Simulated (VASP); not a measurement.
Set up this calculation in VASP 6.6.1, as the native input.

```
Task                   : single point
Functional             : LDA
Potentials or basis    : VASP PAW LDA potentials, release 64 (Li_sv, Cl)
Cutoff                 : 520 eV
k mesh                 : 5 × 5 × 3
Occupations            : gaussian, width 0.01 eV
Spin                   : no spin polarisation
Dipole correction      : no
Further INCAR settings : ALGO = Normal; EDIFF = 1e-06; NBANDS = 18
```

The structure of LiCl lies in POSCAR:

```
LiCl
1.0
    3.9248820000      0.0000000000      0.0000000000
   -1.9624410000      3.3990480000      0.0000000000
    0.0000000000      0.0000000000      6.3571610000
Li Cl
2 2
Direct
    0.6666666667      0.3333333333      0.8760170000
    0.3333333333      0.6666666667      0.3760170000
    0.6666666667      0.3333333333      0.4989840000
    0.3333333333      0.6666666667      0.9989840000
```

The input as run:

INCAR

```
SYSTEM = LiCl
  ALGO = Normal
  EDIFF = 1E-6
  ENCUT = 520
  ISIF = 2
  ISMEAR = 0
  LASPH = .True.
  LCHARG = .True.
  LELF = .True.
  LREAL = .False.
  LVHAR = .True.
  LWAVE = .False.
  NBANDS = 18
  NELM = 80
  PREC = Accurate
  SIGMA = 0.01
```

KPOINTS

```
k-points
0
Gamma
  5 5 3
  0 0 0
```

Potentials or basis: VASP PAW LDA potentials, release 64 (Li_sv, Cl).

Launch:

```console
$ cat potpaw_LDA.64/Li_sv/POTCAR potpaw_LDA.64/Cl/POTCAR > POTCAR
$ mpirun -np 1 vasp_std > vasp.out
```

It gave:

The largest force is 0.016 eV/Å and the band gap on the k mesh is 5.53 eV, direct.

Wall time 12 s on 1 thread of AMD EPYC 7R13 Processor (Zen 3) (shared host), peak memory 0.13 GiB.
